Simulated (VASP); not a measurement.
Set up this calculation in VASP 6.6.1, as the native input.

```yaml
Task: single point
Functional: PBE
Potentials_or_basis: VASP PAW PBE potentials, release 64 (Si, Ge_d)
Cutoff: 520 eV
k_mesh: 10 × 10 × 12
Occupations: gaussian, width 0.1 eV
Spin: no spin polarisation
Dipole_correction: no
Further_INCAR_settings: ALGO = Normal; EDIFF = 1e-07; NBANDS = 26
```

The structure of Si5Ge lies in POSCAR:

```
Si5Ge
1.0
    3.3935914653     -4.1110791181     -0.2962514980
    3.3935914653      4.1110791181     -0.2962514980
   -2.8302971476      0.0000000000      3.6422096866
Si Ge
5 1
Direct
    0.8193730109      0.1806269891      0.0000000000
    0.1806269891      0.8193730109      0.0000000000
    0.3419644847      0.6580355153      0.5000000000
    0.5000000000      0.5000000000      0.0000000000
    0.6580355153      0.3419644847      0.5000000000
    0.0000000000      0.0000000000      0.5000000000
```

These files were run (other wordings do the same):

INCAR

```
SYSTEM = Si5Ge
PREC = Accurate
ENCUT = 520
EDIFF = 1E-7
ISMEAR = 0
SIGMA = 0.1
LREAL = .False.
LASPH = .True.
NELM = 100
ALGO = Normal
ISIF = 2
LWAVE = .False.
LCHARG = .True.
GGA = PE
LELF = .True.
LVHAR = .True.
NBANDS = 26
```

KPOINTS

```
Automatic mesh
0
Gamma
  10 10 12
  0 0 0
```

Potentials or basis: VASP PAW PBE potentials, release 64 (Si, Ge_d).

The run is started by

```bash
$ cat potpaw_PBE.64/Si/POTCAR potpaw_PBE.64/Ge_d/POTCAR > POTCAR
$ mpirun -np 1 vasp_std > vasp.out
```

Results of the run:

| Property | Result |
| --- | --- |
| Pressure | 0.0 GPa |
| Band gap on the k mesh | zero (bands 17 and 18 overlap by 4.53 eV) |

Wall time 9.1 min on 1 thread of Intel(R) Xeon(R) 6975P-C (Granite Rapids), on a shared host, peak memory 0.74 GiB.
